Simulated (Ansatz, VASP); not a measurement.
One calculation of MnHg, two programs

The input INCAR:

```
PREC = Accurate
ENCUT = 520
EDIFF = 1E-6
ISMEAR = -1
SIGMA = 0.05
LREAL = False
LASPH = True
NELM = 150
ALGO = Normal
ISIF = 2
LWAVE = False
LCHARG = False
ISPIN = 2
MAGMOM = 3.9 0
LORBIT = 11
LMAXMIX = 4
GGA = PE
NBANDS = 24
```

KPOINTS

```
Automatic mesh
0
Gamma
  11 11 11
```

Contents of POSCAR:

```
MnHg
1.0
    3.2880000000      0.0000000000      0.0000000000
    0.0000000000      3.2880000000      0.0000000000
    0.0000000000      0.0000000000      3.3130000000
Mn Hg
1 1
Direct
    0.5000000000      0.5000000000      0.5000000000
    0.0000000000      0.0000000000      0.0000000000
```

Input for Ansatz:

```yaml
crystal:
  lattice:
    - [3.288, 0.0, 0.0]
    - [0.0, 3.288, 0.0]
    - [0.0, 0.0, 3.313]
  atoms:
    - { symbol: Mn, position: [0.5, 0.5, 0.5], spin: 3.9 }
    - { symbol: Hg, position: [0.0, 0.0, 0.0] }
magnetization:
  spin_polarized: true
kpoints:
  mp_grid: { grid: [11, 11, 11] }
scf:
  occupations: { method: fermi_dirac, width: 0.05 }
  lower_state_search: "off"
hamiltonian:
  xc: pbe
  pseudopotentials: { kind: paw }
output:
  eigenvalues: false
  eigenstates:
    nscf_kmesh: { grid: [16, 16, 16] }
    top_band: c28
    magnetocrystalline_anisotropy:
      directions: [[0.0, 0.0, 1.0], [1.0, 0.0, 0.0], [0.70710678, 0.70710678, 0.0]]
```

Alike in both runs: task single point; functional PBE; k mesh 11 × 11 × 11; occupations fermi-dirac, width 0.05 eV; collinear spin.

|  | VASP | Ansatz |
| --- | --- | --- |
| version | VASP 6.6.1 | Ansatz 0.2.0 |
| potentials or method | VASP PAW PBE potentials, release 64 (Mn_pv, Hg) | PAW with Ansatz's default frozen-core files, scalar-relativistic |
| plane-wave cutoff (eV) | 520 | 420 |
| valence electrons in the cell | 25 | 35 |

```tsv
	VASP	Ansatz	Ansatz less VASP
net moment per atom (μB)	1.95	1.94	-0.005
size of the moment on the site where the two differ most (μB)	3.81	3.85	+0.044
```

Site moments also hang on the region over which each program counts them. The functional is the same, so the differences come from potentials, cutoffs and numerics. VASP's potentials hold 25 valence electrons a cell and Ansatz's 35, so a difference there can come from the potentials and not from the codes.

Neither program's run includes spin-orbit coupling.
